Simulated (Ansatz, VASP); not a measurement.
**One calculation of Zr2B3, two programs**

```
Zr B
1.0
     4.50231    0.00000    0.00000
    -2.25116    3.89912    0.00000
     0.00000    0.00000    4.70801
Zr B
2 3
Direct
  0.33333 0.66667 0.50000
  0.66667 0.33333 0.50000
  0.00000 0.00000 0.66787
  0.00000 0.00000 0.33213
  0.00000 0.00000 0.00000
```

Alike in both runs: functional PBE; k mesh 6 × 6 × 4; occupations gaussian, width 0.1 eV; no spin polarisation.

Ansatz relaxed the structure, and its values are those at the end. VASP's run is a single point on that final structure, the one shown.

|  | VASP | Ansatz |
| --- | --- | --- |
| version | VASP 6.6.1 | Ansatz 0.2.0 |
| potentials or method | VASP PAW PBE potentials, release 64 (Zr_sv, B), cutoff 520 eV | scalar-relativistic, plane waves, PAW |
| valence electrons in the cell | 33 | 33 |

|  | VASP | Ansatz | Ansatz less VASP |
| --- | --- | --- | --- |
| gap on the k mesh at the Fermi level (eV) | none | none | - |
| pressure (GPa) | 0.2 | 0.1 | -0.07 |

A gap of «none» marks a metal or a gap that the smearing closes.
